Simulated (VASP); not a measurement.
Wanted: the native input for a VASP 6.6.1 run.

```yaml
Task: single point
Functional: PBEsol
Potentials_or_basis: VASP PAW PBE potentials, release 64 (Al, O)
Cutoff: 520 eV
k_mesh: 7 × 7 × 7
Occupations: gaussian, width 0.0627 eV
Spin: no spin polarisation
Dipole_correction: no
Further_INCAR_settings: ALGO = Normal; EDIFF = 1e-07; NBANDS = 35
```

The structure of Al2O3 lies in POSCAR:

```
Al2O3
1.0
    2.3911824300      1.3805541300      4.3512819900
   -2.3911824300      1.3805541300      4.3512819900
    0.0000000000     -2.7610982100      4.3512819900
Al O
4 6
Direct
    0.3521600000      0.3521600000      0.3521600000
    0.1478400000      0.1478400000      0.1478400000
    0.6478400000      0.6478400000      0.6478400000
    0.8521600000      0.8521600000      0.8521600000
    0.5561000000      0.9439000000      0.2500000000
    0.2500000000      0.5561000000      0.9439000000
    0.9439000000      0.2500000000      0.5561000000
    0.4439000000      0.0561000000      0.7500000000
    0.7500000000      0.4439000000      0.0561000000
    0.0561000000      0.7500000000      0.4439000000
```

One way to write it, as run:

INCAR

```
PREC = Accurate ; ENCUT = 520
EDIFF = 1E-7 ; ISMEAR = 0
SIGMA = 0.0627 ; LREAL = F
LASPH = T ; NELM = 80
ALGO = Normal ; ISIF = 2
LWAVE = F ; LCHARG = F
GGA = PS ; NBANDS = 35
```

KPOINTS

```
Automatic mesh
0
Gamma
  7 7 7
```

Potentials or basis: VASP PAW PBE potentials, release 64 (Al, O).

Run with:

```console
$ cat potpaw_PBE.64/Al/POTCAR potpaw_PBE.64/O/POTCAR > POTCAR
$ mpirun -np 1 vasp_std > vasp.out
```

Results of the run:

The pressure is -1.5 GPa and the largest force is 0.038 eV/Å. The band gap on the k mesh is 5.96 eV, direct.

Caveat: the PAW data sets were made with another functional, which shifts forces and pressure a little.

Wall time 4.8 min on 1 thread of AMD EPYC 7R13, with other jobs on the host, peak memory 0.26 GiB.
